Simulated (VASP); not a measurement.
# W (I4/mmm) in VASP: single point with r2SCAN

Aim: the single point of W with r2SCAN.

Program: VASP 6.6.1. These are calculated values, not measurements. Logs are shortened: lines on timing, memory, paths and dates and some standing lists are left out, and cuts for length are marked.

## Step 1: The cell of the first run

It takes space group I4/mmm (No. 139, tetragonal). The conventional cell has a = 3.086 Å, b = 3.086 Å, c = 3.404 Å, α = 90.00°, β = 90.00°, γ = 90.00°. Within 3.6 Å of W (site symmetry 4/mmm) lie 14 W at 2.77 to 3.40 Å.

## Step 2: Single point, r2SCAN

Contents of POSCAR:

```
W
1.0
    0.0000000000      2.1820103441      1.7019680684
    2.1820103441      0.0000000000      1.7019680684
    2.1820103441      2.1820103441      0.0000000000
W
1
Direct
    0.0000000000      0.0000000000      0.0000000000
```

Contents of INCAR.step1:

```
SYSTEM = W
ALGO = Normal
EDIFF = 1E-4
ENCUT = 520
GGA = PE
ISMEAR = 0
LASPH = .TRUE.
LCHARG = .FALSE.
LREAL = .FALSE.
LWAVE = .TRUE.
NBANDS = 13
NELM = 100
PREC = Accurate
SIGMA = 0.15
```

Contents of INCAR.step2:

```
SYSTEM = W
ALGO = Normal
EDIFF = 1E-7
ENCUT = 520
ISIF = 2
ISMEAR = 0
ISTART = 1
LASPH = .TRUE.
LCHARG = .FALSE.
LMIXTAU = .TRUE.
LREAL = .FALSE.
LWAVE = .FALSE.
METAGGA = R2SCAN
NBANDS = 13
NELM = 100
PREC = Accurate
SIGMA = 0.15
```

Contents of KPOINTS:

```
k-points
0
G
  28 28 28
  0 0 0
```

Potentials or basis: VASP PAW PBE potentials, release 64 (W_sv).

The run is started by

```bash
> cat potpaw_PBE.64/W_sv/POTCAR > POTCAR
> cp INCAR.step1 INCAR
> mpirun -np 1 vasp_std > vasp.out
> cp INCAR.step2 INCAR
> mpirun -np 1 vasp_std > vasp.out
```

OUTCAR:

```text
SYSTEM = W
   EDIFF = 1E-7
   ENCUT = 520
   ISIF = 2
   ISMEAR = 0
   ISTART = 1
   LASPH = .TRUE.
   LREAL = .FALSE.
   METAGGA = R2SCAN
   NELM = 100
   PREC = Accurate

 ion  position               nearest neighbor table
   1  0.000  0.000  0.000-

  LATTYP: Found a body centered tetragonal cell.
 ALAT       =     3.0858286219
 C/A-ratio  =     1.1030865787

  Lattice vectors:

 A1 = (   0.0000000000,  -2.1820103441,  -1.7019680684)
 A2 = (   0.0000000000,   2.1820103441,  -1.7019680684)
 A3 = (   2.1820103441,   0.0000000000,   1.7019680684)

Analysis of symmetry for initial positions (statically):
=====================================================================
 Subroutine PRICEL returns:
 Original cell was already a primitive cell.

 Routine SETGRP: Setting up the symmetry group for a
 body centered tetragonal supercell.

 Subroutine GETGRP returns: Found 16 space group operations
 (whereof 16 operations were pure point group operations)
 out of a pool of 16 trial point group operations.

The static configuration has the point symmetry D_4h.

Analysis of symmetry for dynamics (positions and initial velocities):
=====================================================================
 Subroutine PRICEL returns:
 Original cell was already a primitive cell.

 Routine SETGRP: Setting up the symmetry group for a
 body centered tetragonal supercell.

 Subroutine GETGRP returns: Found 16 space group operations
 (whereof 16 operations were pure point group operations)
 out of a pool of 16 trial point group operations.

The dynamic configuration has the point symmetry D_4h.

 Subroutine INISYM returns: Found 16 space group operations
 (whereof 16 operations are pure point group operations),
 and found     1 'primitive' translations

----------------------------------------------------------------------------------------

                                     Primitive cell

  volume of cell :      16.2067

  direct lattice vectors                    reciprocal lattice vectors
     0.000000000  2.182010344  1.701968068    -0.229146485  0.229146485  0.293777545
     2.182010344  0.000000000  1.701968068     0.229146485 -0.229146485  0.293777545
     2.182010344  2.182010344  0.000000000     0.229146485  0.229146485 -0.293777545

  length of vectors
     2.767284671  2.767284671  3.085828622     0.437403096  0.437403096  0.437403096

  position of ions in fractional coordinates (direct lattice)
     0.000000000  0.000000000  0.000000000

  ion indices of the primitive-cell ions
   primitive index   ion index
                 1           1

----------------------------------------------------------------------------------------

 KPOINTS: k-points

Automatic generation of k-mesh.
 Grid dimensions read from file:
 generate k-points for:   28   28   28

 Generating k-lattice:

  Cartesian coordinates                     Fractional coordinates (reciprocal lattice)
    -0.008183803  0.008183803  0.010492055     0.035714286  0.000000000  0.000000000
     0.008183803 -0.008183803  0.010492055     0.000000000  0.035714286  0.000000000
     0.008183803  0.008183803 -0.010492055     0.000000000  0.000000000  0.035714286

  Length of vectors
     0.015621539  0.015621539  0.015621539

  Shift w.r.t. Gamma in fractional coordinates (k-lattice)
     0.000000000  0.000000000  0.000000000

 Subroutine IBZKPT returns following result:
 ===========================================

 Found   1639 irreducible k-points:

 Following reciprocal coordinates:
            Coordinates               Weight
  0.000000  0.000000  0.000000      1.000000
  0.035714  0.000000  0.000000      8.000000
  0.071429  0.000000  0.000000      8.000000
  0.107143  0.000000  0.000000      8.000000
  0.142857  0.000000  0.000000      8.000000
  0.178571  0.000000  0.000000      8.000000
[... 16 lines left out ...]
  0.285714  0.035714  0.000000      8.000000
  0.321429  0.035714  0.000000      8.000000
 [... further k-points ...]
   k-points           NKPTS =   1639   k-points in BZ     NKDIM =   1639   number of bands    NBANDS=     13
   number of dos      NEDOS =    301   number of ions     NIONS =      1
   total plane-waves  NPLWV =  13824
   dimension x,y,z NGX =    24 NGY =   24 NGZ =   24
   dimension x,y,z NGXF=    48 NGYF=   48 NGZF=   48
   ions per type =               1
   NGX,Y,Z   is equivalent  to a cutoff of  14.42, 14.42, 12.93 a.u.
   NGXF,Y,Z  is equivalent  to a cutoff of  28.84, 28.84, 25.86 a.u.
 SYSTEM =  W
   PREC   = accura    normal or accurate (medium, high low for compatibility)
   ISTART =      1    job   : 0-new  1-cont  2-samecut
   ICHARG =      0    charge: 1-file 2-atom 10-const
   ISPIN  =      1    spin polarized calculation?
   LNONCOLLINEAR =      F non collinear calculations
   LSORBIT =      F    spin-orbit coupling
   LASPH  =      T    aspherical Exc in radial PAW
   ENCUT  =  520.0 eV  38.22 Ry    6.18 a.u.   5.15  5.15  5.74*2*pi/ulx,y,z
   NELM   =    100;   NELMIN=  2; NELMDL=  0     # of ELM steps
   EDIFF  = 0.1E-06   stopping-criterion for ELM
   LREAL  =      F    real-space projection
   EDIFFG = 0.1E-05   stopping-criterion for IOM
   NSW    =      0    number of steps for IOM
   IBRION =     -1    ionic relax: 0-MD 1-quasi-New 2-CG
   NFREE  =      0    steps in history (QN), initial steepest desc. (CG)
   ISIF   =      2    stress and relaxation
   ISYM   =      2    0-nonsym 1-usesym 2-fastsym
   POTIM  = 0.5000    time-step for ionic-motion
   TEBEG  =    0.0;   TEEND  =   0.0 temperature during run
   PSTRESS=    0.0 pullay stress
   NELECT =      14.0000    total number of electrons
   NUPDOWN=      -1.0000    fix difference up-down
   EMIN   =  10.00;   EMAX   =-10.00  energy-range for DOS
   EFERMI =   0.00;   METHOD = LEGACY
   ISMEAR =     0;   SIGMA  =   0.15  broadening in eV -4-tet -1-fermi 0-gaus
   EFERMI_NEDOS =   21; number of points for ismear=-14 and -15
   IALGO  =     38    algorithm
   IMIX   =      4    mixing-type and parameters
     AMIX     =   0.40;   BMIX     =  1.00
     AMIX_MAG =   1.60;   BMIX_MAG =  1.00
  volume/ion in A,a.u.               =      16.21       109.37
  Fermi-wavevector in a.u.,A,eV,Ry     =   1.559143  2.946352 33.074751  2.430926
  Thomas-Fermi vector in A             =   2.662544
   LORBIT       =      0    0 simple, 1 ext, 2 COOP (PROOUT), +10 PAW based schemes
   METAGGA = R2SCAN    functional components
   LHFCALC =     F    Hartree Fock is set to
   AEXX    =    0.0000 exact exchange contribution
   IVDW    =     0    specifies the selected vdW correction
   LEPSILON=     F    determine dielectric tensor
   LRPA    =     F    only Hartree local field effects (RPA)
 non-spin polarized calculation
 Gauss-broadening in eV      SIGMA  =   0.15
  energy-cutoff  :      520.00
  volume of cell :       16.21
 maximum number of plane-waves:       450
 NGX is ok and might be reduce to    24
   NGX = 11   NGY = 11   NGZ = 11

 number of electron      13.9999999 magnetization

 Free energy of the ion-electron system (eV)
  ---------------------------------------------------
  ext. energy  EPLUGINS =         0.00000000
  ---------------------------------------------------
  free energy    TOTEN  =       -51.25324902 eV

  energy without entropy =      -51.24787774  energy(sigma->0) =      -51.25056338

 E-fermi :  10.9681     XC(G=0): -14.8146

 val. band max:       10.9664050091   @ k =   0.2143   0.1071   0.0000
 cond. band min:      10.9683851294   @ k =   0.2857   0.2500   0.0357
 fundamental gap:      0.0019801203
 Fermi energy:        10.9680709584

 k-point     1 :       0.0000    0.0000    0.0000
  band No.  band energies     occupation
      1     -65.1641      2.00000
      2     -28.0693      2.00000
      3     -28.0549      2.00000
      4     -28.0549      2.00000
      5       0.9696      2.00000
      6       9.4153      2.00000
      7       9.4153      2.00000
      8      10.6761      1.99410
      9      12.5310      0.00000
     10      14.1765      0.00000
     11      25.0394      0.00000
     12      26.9471      0.00000
     13      26.9472      0.00000

 k-point     2 :       0.0357    0.0000    0.0000
  band No.  band energies     occupation
      1     -65.1625      2.00000
      2     -28.0817      2.00000
      3     -28.0599      2.00000
      4     -28.0596      2.00000
      5       1.0311      2.00000
      6       9.4100      2.00000
      7       9.4338      2.00000
      8      10.6788      1.99361
      9      12.4952      0.00000
     10      14.1462      0.00000
     11      25.1570      0.00000
     12      27.0166      0.00000
     13      27.0509      0.00000

 k-point     3 :       0.0714    0.0000    0.0000
  band No.  band energies     occupation
      1     -65.1575      2.00000
      2     -28.1309      2.00000
      3     -28.0736      2.00000
      4     -28.0619      2.00000
      5       1.2130      2.00000
      6       9.3897      2.00000
      7       9.4698      2.00000
      8      10.7095      1.98523
      9      12.3994      0.00000
     10      14.0669      0.00000
     11      25.4806      0.00000
     12      27.2084      0.00000
     13      27.3584      0.00000

 k-point     4 :       0.1071    0.0000    0.0000
  band No.  band energies     occupation
      1     -65.1496      2.00000
      2     -28.2123      2.00000
      3     -28.0960      2.00000
      4     -28.0624      2.00000
      5       1.5069      2.00000
      6       9.3425      2.00000
      7       9.4705      2.00000
      8      10.8283      1.81241
      9      12.2769      0.00000
     10      13.9643      0.00000
     11      25.9226      0.00000
     12      27.4712      0.00000
     13      27.8585      0.00000

 k-point     5 :       0.1429    0.0000    0.0000
  band No.  band energies     occupation
      1     -65.1391      2.00000
      2     -28.3195      2.00000
      3     -28.1257      2.00000
      4     -28.0627      2.00000
      5       1.8983      2.00000
      6       9.2568      2.00000
      7       9.3902      2.00000
      8      11.0908      0.24716
      9      12.1730      0.00000
     10      13.8645      0.00000
     11      26.3220      0.00000
     12      27.7368      0.00000
     13      28.5354      0.00000
[... 257 lines left out ...]
 k-point    22 :       0.2500    0.0357    0.0000
  band No.  band energies     occupation
      1     -65.0972      2.00000
      2     -28.7169      2.00000
      3     -28.2485      2.00000
      4     -28.0680      2.00000
      5       3.3893      2.00000
      6       8.8753      2.00000
      7       8.9382      2.00000
      8      12.0424      0.00000
      9      12.7447      0.00000
     10      13.7282      0.00000
     11      25.4685      0.00000
     12      28.0808      0.00000
     13      31.1901      0.00000

 k-point    23 :       0.2857    0.0357    0.0000
  band No.  band energies     occupation
      1     -65.0823      2.00000
      2     -28.8580      2.00000
      3     -28.2892      2.00000
      4     -28.0682      2.00000
      5       3.8510      2.00000
      6       8.6615      2.00000
      7       8.9270      2.00000
      8      12.2160      0.00000
      9      13.4524      0.00000
     10      13.7144      0.00000
     11      24.7787      0.00000
     12      27.5799      0.00000
     13      32.2850      0.00000

 k-point    24 :       0.3214    0.0357    0.0000
  band No.  band energies     occupation
      1     -65.0681      2.00000
      2     -28.9905      2.00000
      3     -28.3274      2.00000
      4     -28.0689      2.00000
      5       4.2096      2.00000
      6       8.4592      2.00000
      7       9.0835      2.00000
      8      12.3540      0.00000
      9      13.7847      0.00000
     10      14.2093      0.00000
     11      24.1224      0.00000
     12      26.7199      0.00000
     13      32.9942      0.00000

 [... further k-points ...]

------------------------ aborting loop because EDIFF is reached ----------------------------------------

  FORCE on cell =-STRESS in cart. coord.  units (eV):
  Direction    XX          YY          ZZ          XY          YZ          ZX
  --------------------------------------------------------------------------------------
  -------------------------------------------------------------------------------------
  Total        0.5923672      0.5923672     -2.1616109      0.0000000      0.0000000      0.0000000
  in kB       58.5607468     58.5607468   -213.6943760      0.0000000      0.0000000      0.0000000
  external PRESSURE =     -32.1909608 kB  Pullay stress =       0.0000000 kB

 VOLUME and BASIS-vectors are now :
 -----------------------------------------------------------------------------
  energy-cutoff  :      520.00
  volume of cell :       16.21
      direct lattice vectors                 reciprocal lattice vectors
     0.000000000  2.182010344  1.701968068    -0.229146485  0.229146485  0.293777545
     2.182010344  0.000000000  1.701968068     0.229146485 -0.229146485  0.293777545
     2.182010344  2.182010344  0.000000000     0.229146485  0.229146485 -0.293777545

 POSITION                                       TOTAL-FORCE (eV/Angst)
 -----------------------------------------------------------------------------------
      0.00000      0.00000      0.00000        -0.000000     -0.000000      0.000000
 -----------------------------------------------------------------------------------
    total drift:                               -0.000000      0.000000     -0.000000

  FREE ENERGIE OF THE ION-ELECTRON SYSTEM (eV)
  ---------------------------------------------------
  free  energy   TOTEN  =       -51.2532490161 eV

  energy  without entropy=      -51.2478777423  energy(sigma->0) =      -51.25056338
```

It took 32 min on 1 thread of Oxide Virtual Turin-like, shared host; peak memory 0.39 GiB.

What came out:

* Free energy: -51.2532 eV
* Pressure: -3.2 GPa
* Band gap on the k mesh: zero (band 7 reaches 15.93 eV, above the bottom of band 8 at 10.00 eV)

Stress tensor (GPa, compression positive):
```
  5.86   0.00   0.00
  0.00   5.86   0.00
  0.00   0.00 -21.37
```

Caveat: the PAW data sets were made with another functional, which shifts forces and pressure a little; spin-orbit coupling is left out, which moves the levels of the heavy elements.
